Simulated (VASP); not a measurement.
# Ir (Fm-3m) in VASP: a series of runs

Ir is run at these levels: r2SCAN; tasks: single point, relaxation of cell and atoms.

Program: VASP 6.6.1. These are calculated values, not measurements. Logs are shortened: lines on timing, memory, paths and dates and some standing lists are left out, and cuts for length are marked.

## (1) The cell of the first run

Symmetry: Fm-3m, No. 225, cubic system. The conventional cell has a = 3.844 Å, b = 3.844 Å, c = 3.844 Å, α = 90.00°, β = 90.00°, γ = 90.00°. Ir (site symmetry m-3m) has 12 Ir at 2.72 Å within 3.6 Å.

## (2) Single point, r2SCAN

POSCAR reads:

```
Ir
1.0
    0.0000000000      1.9221062904      1.9221062904
    1.9221062904      0.0000000000      1.9221062904
    1.9221062904      1.9221062904      0.0000000000
Ir
1
Direct
    0.0000000000      0.0000000000      0.0000000000
```

INCAR.step1 reads:

```
SYSTEM = Ir
PREC = Accurate ; ENCUT = 550
ISMEAR = 1 ; SIGMA = 0.1
LREAL = .False. ; LASPH = .True.
NELM = 120 ; NBANDS = 10
GGA = PE ; ALGO = Normal
EDIFF = 1E-5 ; LWAVE = .True.
LCHARG = .False. ; GGA_COMPAT = .False.
```

INCAR.step2 reads:

```
SYSTEM = Ir
PREC = Accurate ; ENCUT = 550
EDIFF = 1E-6 ; ISMEAR = 1
SIGMA = 0.1 ; LREAL = .False.
LASPH = .True. ; NELM = 120
ALGO = Normal ; ISIF = 2
LWAVE = .False. ; LCHARG = .True.
METAGGA = R2SCAN ; LMIXTAU = .True.
LELF = .True. ; LVHAR = .True.
NBANDS = 10 ; ISTART = 1
GGA_COMPAT = .False.
```

KPOINTS reads:

```
regular mesh
0
Gamma
  21 21 21
  0 0 0
```

Potentials or basis: VASP PAW PBE potentials, release 64 (Ir).

The run is started by

```
$ cat potpaw_PBE.64/Ir/POTCAR > POTCAR
$ cp INCAR.step1 INCAR
$ mpirun -np 1 vasp_std > vasp.out
$ cp INCAR.step2 INCAR
$ mpirun -np 1 vasp_std > vasp.out
```

OUTCAR:

```text
SYSTEM = Ir
   PREC = Accurate
   ENCUT = 550
   EDIFF = 1E-6
   ISMEAR = 1
   LREAL = .False.
   LASPH = .True.
   NELM = 120
   ISIF = 2
   METAGGA = R2SCAN
   ISTART = 1

 ion  position               nearest neighbor table
   1  0.000  0.000  0.000-

  LATTYP: Found a face centered cubic cell.
 ALAT       =     3.8442125808

  Lattice vectors:

 A1 = (   0.0000000000,   1.9221062904,   1.9221062904)
 A2 = (   1.9221062904,   0.0000000000,   1.9221062904)
 A3 = (   1.9221062904,   1.9221062904,   0.0000000000)

Analysis of symmetry for initial positions (statically):
=====================================================================
 Subroutine PRICEL returns:
 Original cell was already a primitive cell.

 Routine SETGRP: Setting up the symmetry group for a
 face centered cubic supercell.

 Subroutine GETGRP returns: Found 48 space group operations
 (whereof 48 operations were pure point group operations)
 out of a pool of 48 trial point group operations.

The static configuration has the point symmetry O_h .

Analysis of symmetry for dynamics (positions and initial velocities):
=====================================================================
 Subroutine PRICEL returns:
 Original cell was already a primitive cell.

 Routine SETGRP: Setting up the symmetry group for a
 face centered cubic supercell.

 Subroutine GETGRP returns: Found 48 space group operations
 (whereof 48 operations were pure point group operations)
 out of a pool of 48 trial point group operations.

The dynamic configuration has the point symmetry O_h .

 Subroutine INISYM returns: Found 48 space group operations
 (whereof 48 operations are pure point group operations),
 and found     1 'primitive' translations

----------------------------------------------------------------------------------------

                                     Primitive cell

  volume of cell :      14.2024

  direct lattice vectors                    reciprocal lattice vectors
     0.000000000  1.922106290  1.922106290    -0.260131296  0.260131296  0.260131296
     1.922106290  0.000000000  1.922106290     0.260131296 -0.260131296  0.260131296
     1.922106290  1.922106290  0.000000000     0.260131296  0.260131296 -0.260131296

  length of vectors
     2.718268784  2.718268784  2.718268784     0.450560621  0.450560621  0.450560621

  position of ions in fractional coordinates (direct lattice)
     0.000000000  0.000000000  0.000000000

  ion indices of the primitive-cell ions
   primitive index   ion index
                 1           1

[... 80 lines left out ...]
   TEBEG  =    0.0;   TEEND  =   0.0 temperature during run
   PSTRESS=    0.0 pullay stress
   NELECT =       9.0000    total number of electrons
   NUPDOWN=      -1.0000    fix difference up-down
   EMIN   =  10.00;   EMAX   =-10.00  energy-range for DOS
   EFERMI =   0.00;   METHOD = LEGACY
   ISMEAR =     1;   SIGMA  =   0.10  broadening in eV -4-tet -1-fermi 0-gaus
   EFERMI_NEDOS =   21; number of points for ismear=-14 and -15
   IALGO  =     38    algorithm
   IMIX   =      4    mixing-type and parameters
     AMIX     =   0.40;   BMIX     =  1.00
     AMIX_MAG =   1.60;   BMIX_MAG =  1.00
  volume/ion in A,a.u.               =      14.20        95.84
  Fermi-wavevector in a.u.,A,eV,Ry     =   1.406161  2.657258 26.902633  1.977288
  Thomas-Fermi vector in A             =   2.528549
   LORBIT       =      0    0 simple, 1 ext, 2 COOP (PROOUT), +10 PAW based schemes
   METAGGA = R2SCAN    functional components
   LHFCALC =     F    Hartree Fock is set to
   AEXX    =    0.0000 exact exchange contribution
   IVDW    =     0    specifies the selected vdW correction
   LEPSILON=     F    determine dielectric tensor
   LRPA    =     F    only Hartree local field effects (RPA)
 non-spin polarized calculation
 Methfessel and Paxton  Order N= 1 SIGMA  =   0.10
  energy-cutoff  :      550.00
  volume of cell :       14.20
 maximum number of plane-waves:       432
 NGX is ok and might be reduce to    24
   NGX = 11   NGY = 11   NGZ = 11

 number of electron       9.0000000 magnetization

 Free energy of the ion-electron system (eV)
  ---------------------------------------------------
  ext. energy  EPLUGINS =         0.00000000
  ---------------------------------------------------
  free energy    TOTEN  =       -52.36540214 eV

  energy without entropy =      -52.36533413  energy(sigma->0) =      -52.36537947

 E-fermi :  10.1451     XC(G=0): -15.3003

 val. band max:       10.1377598853   @ k =   0.3333   0.0952   0.0000
 cond. band min:      10.1665373448   @ k =   0.4762   0.2381   0.0952
 fundamental gap:      0.0287774595
 Fermi energy:        10.1451218012

 k-point     1 :       0.0000    0.0000    0.0000
  band No.  band energies     occupation
      1      -1.3767      2.00000
      2       6.1346      2.00000
      3       6.1346      2.00000
      4       6.1346      2.00000
      5       8.8296      2.00000
      6       8.8296      2.00000
      7      25.2193      0.00000
      8      31.0595      0.00000
      9      31.0595      0.00000
     10      31.0595      0.00000
[... 287 lines left out ...]
 k-point    24 :      -0.3810    0.0476    0.0000
  band No.  band energies     occupation
      1       1.8306      2.00000
      2       6.0713      2.00000
      3       6.1781      2.00000
      4       7.6473      2.00000
      5      10.2908     -0.05908
      6      11.0241     -0.00000
      7      19.8138      0.00000
      8      25.6192      0.00000
      9      31.2326      0.00000
     10      32.5359      0.00000

 [... further k-points ...]

------------------------ aborting loop because EDIFF is reached ----------------------------------------

  FORCE on cell =-STRESS in cart. coord.  units (eV):
  Direction    XX          YY          ZZ          XY          YZ          ZX
  --------------------------------------------------------------------------------------
  -------------------------------------------------------------------------------------
  Total        0.2229653      0.2229653      0.2229653     -0.0000000      0.0000000     -0.0000000
  in kB       25.1527589     25.1527589     25.1527589     -0.0000000      0.0000000     -0.0000000
  external PRESSURE =      25.1527589 kB  Pullay stress =       0.0000000 kB

 VOLUME and BASIS-vectors are now :
 -----------------------------------------------------------------------------
  energy-cutoff  :      550.00
  volume of cell :       14.20
      direct lattice vectors                 reciprocal lattice vectors
     0.000000000  1.922106290  1.922106290    -0.260131296  0.260131296  0.260131296
     1.922106290  0.000000000  1.922106290     0.260131296 -0.260131296  0.260131296
     1.922106290  1.922106290  0.000000000     0.260131296  0.260131296 -0.260131296

 POSITION                                       TOTAL-FORCE (eV/Angst)
 -----------------------------------------------------------------------------------
      0.00000      0.00000      0.00000         0.000000      0.000000      0.000000
 -----------------------------------------------------------------------------------
    total drift:                                0.000000     -0.000000     -0.000000

  FREE ENERGIE OF THE ION-ELECTRON SYSTEM (eV)
  ---------------------------------------------------
  free  energy   TOTEN  =       -52.3654021447 eV

  energy  without entropy=      -52.3653341276  energy(sigma->0) =      -52.36537947
```

OSZICAR.step1:

```text
N       E                     dE             d eps       ncg     rms          rms(c)
DAV:   1     0.497777651826E+02    0.49778E+02   -0.45280E+03  5776   0.857E+02
DAV:   2    -0.843522236367E+01   -0.58213E+02   -0.55224E+02  5862   0.201E+02
DAV:   3    -0.938772228698E+01   -0.95250E+00   -0.94834E+00  6648   0.312E+01
DAV:   4    -0.939666314571E+01   -0.89409E-02   -0.89391E-02  6542   0.281E+00
DAV:   5    -0.939683430646E+01   -0.17116E-03   -0.17116E-03  6552   0.372E-01    0.151E+01
DAV:   6    -0.893406978176E+01    0.46276E+00   -0.80412E-01  6408   0.110E+01    0.619E+00
DAV:   7    -0.884800358645E+01    0.86066E-01   -0.26302E-01  6786   0.580E+00    0.147E+00
DAV:   8    -0.884527869455E+01    0.27249E-02   -0.21122E-03  6192   0.484E-01    0.107E+00
DAV:   9    -0.884191413017E+01    0.33646E-02   -0.21796E-03  6494   0.653E-01    0.184E-02
DAV:  10    -0.884191860307E+01   -0.44729E-05   -0.12675E-05  7176   0.341E-02
   1 F= -.88419186E+01 E0= -.88418777E+01  d E =-.122853E-03
```

Wall time 2.7 min (1 thread of Intel Xeon 8259CL, shared host); peak memory 0.19 GiB.

Results:

```
Free energy            : -52.3654 eV
Pressure               : 2.5 GPa
Band gap on the k mesh : zero (an odd number of electrons rules out a gap without spin polarisation)
```

Levels at points of the mesh, in eV from the Fermi level:
```tsv
k point	band 1	band 2	band 3	band 4	band 5	band 6	band 7	band 8
(0.00, 0.00, 0.00)	-11.52	-4.01	-4.01	-4.01	-1.32	-1.32	15.07	20.91
```

Caveat: the PAW data sets were made with another functional, which shifts forces and pressure a little; spin-orbit coupling is left out, which moves the levels of the heavy elements.

## (3) Relaxation of cell and atoms, r2SCAN

This run uses another cell than the first one, of 14.05 Å³/atom.

POSCAR reads:

```
Ir
1.0
    0.0000000000      1.9150000000      1.9150000000
    1.9150000000      0.0000000000      1.9150000000
    1.9150000000      1.9150000000      0.0000000000
Ir
1
Direct
    0.0000000000      0.0000000000      0.0000000000
```

INCAR.step1 reads:

```
PREC = Accurate ; ENCUT = 550
ISMEAR = 1 ; SIGMA = 0.1
LREAL = F ; LASPH = T
NELM = 120 ; GGA = PE
ALGO = Normal ; EDIFF = 1E-5
LWAVE = T ; LCHARG = F
GGA_COMPAT = F ; IBRION = 2
ISIF = 3 ; EDIFFG = -0.005
NELMIN = 4 ; NSW = 100
```

INCAR.step2 reads:

```
PREC = Accurate ; ENCUT = 550
EDIFF = 1E-7 ; ISMEAR = 1
SIGMA = 0.1 ; LREAL = F
LASPH = T ; NELM = 120
ALGO = Normal ; ISIF = 3
LWAVE = F ; LCHARG = F
METAGGA = R2SCAN ; LMIXTAU = T
IBRION = 2 ; NSW = 80
EDIFFG = -0.01 ; ISTART = 1
GGA_COMPAT = F ; NELMIN = 4
```

KPOINTS reads:

```
Automatic mesh
0
Gamma
  21 21 21
```

Potentials or basis: VASP PAW PBE potentials, release 64 (Ir).

The run is started by

```
$ cat potpaw_PBE.64/Ir/POTCAR > POTCAR
$ cp INCAR.step1 INCAR
$ mpirun -np 1 vasp_std > vasp.out
$ cp INCAR.step2 INCAR
$ mpirun -np 1 vasp_std > vasp.out
```

Wall time 9.6 min (1 thread of Intel Xeon 8259CL, shared host); peak memory 0.19 GiB.

It converged, with:

| Item | Value |
| --- | --- |
| Free energy | -52.3661 eV |
| Relaxed volume | 14.30 Å³/atom |
| Relaxed cell | a = 2.724 Å, b = 2.724 Å, c = 2.724 Å, α = 60.00°, β = 60.00°, γ = 60.00° |
| Space group after relaxing (to 0.1 Å) | Fm-3m (No. 225) |
| Energy gained by relaxing | 5.3 meV/atom |
| Ionic steps | 4 |
| Pressure after relaxing | 0.0 GPa |
| Band gap on the k mesh | zero (an odd number of electrons rules out a gap without spin polarisation) |

The path:
| step | energy change (eV) | largest force (eV/Å) | pressure (GPa) | volume (Å³) |
| --- | --- | --- | --- | --- |
| 1 | 0.0000 | 0.0000 | 7.00 | 14.05 |
| 2 | 0.0715 | 0.0000 | -22.08 | 15.33 |
| 3 | -0.0053 | 0.0000 | -0.21 | 14.30 |
| 4 | -0.0053 | 0.0000 | 0.00 | 14.30 |

Final structure:
```cif
data_structure
_symmetry_space_group_name_H-M 'P 1'
_symmetry_Int_Tables_number 1
_cell_length_a 2.7242
_cell_length_b 2.7242
_cell_length_c 2.7242
_cell_angle_alpha 60.000
_cell_angle_beta 60.000
_cell_angle_gamma 60.000
_cell_volume 14.30
loop_
_atom_site_label
_atom_site_type_symbol
_atom_site_fract_x
_atom_site_fract_y
_atom_site_fract_z
_atom_site_occupancy
Ir1 Ir 0.00000 0.00000 0.00000 1
```

Levels at points of the mesh, in eV from the Fermi level:
```tsv
k point	band 1	band 2	band 3	band 4	band 5	band 6	band 7	band 8
(0.00, 0.00, 0.00)	-11.45	-3.97	-3.97	-3.97	-1.30	-1.30	15.09	20.89
```

Caveat: the PAW data sets were made with another functional, which shifts forces and pressure a little; spin-orbit coupling is left out, which moves the levels of the heavy elements.
